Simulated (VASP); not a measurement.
Wanted: the native input for a VASP 6.6.1 run.

```yaml
Task: single point
Functional: PBEsol
Potentials_or_basis: VASP PAW PBE potentials, release 64 (Ti_sv)
Cutoff: 520 eV
k_mesh: 26 × 26 × 26
Occupations: gaussian, width 0.15 eV
Spin: no spin polarisation
Dipole_correction: no
Further_INCAR_settings: ALGO = Fast; EDIFF = 1e-07; NBANDS = 12
```

The structure of Ti lies in POSCAR:

```
Ti
1.0
   -1.7254997676      1.6051160629      1.6051160629
    1.7254997676     -1.6051160629      1.6051160629
    1.7254997676      1.6051160629     -1.6051160629
Ti
1
Direct
    0.0000000000      0.0000000000      0.0000000000
```

This cell differs from its parent crystal: strain +0.0750 x Voigt [1, 0, 0, 0, 0, 0].

One way to write it, as run:

INCAR

```
SYSTEM = Ti
PREC = Accurate ; ENCUT = 520
EDIFF = 1E-7 ; ISMEAR = 0
SIGMA = 0.15 ; LREAL = .FALSE.
LASPH = .TRUE. ; NELM = 100
ALGO = Fast ; ISIF = 2
LWAVE = .FALSE. ; LCHARG = .TRUE.
GGA = PS ; LELF = .TRUE.
LVHAR = .TRUE. ; NBANDS = 12
```

KPOINTS

```
Automatic mesh
0
G
  26 26 26
  0 0 0
```

Potentials or basis: VASP PAW PBE potentials, release 64 (Ti_sv).

Run with:

```sh
$ cat potpaw_PBE.64/Ti_sv/POTCAR > POTCAR
$ mpirun -np 1 vasp_std > vasp.out
```

It gave:

The pressure is -7.3 GPa and the band gap on the k mesh is zero (bands 6 and 7 overlap by 1.58 eV).

Caveat: the cell differs from its parent crystal (strain +0.0750 x Voigt [1, 0, 0, 0, 0, 0]); the cell stands under tension; the PAW data sets were made with another functional, which shifts forces and pressure a little.

Run time: 3.2 min on 1 thread of Intel(R) Xeon(R) 6975P-C (Granite Rapids), with other jobs on the host, peak memory 0.38 GiB.
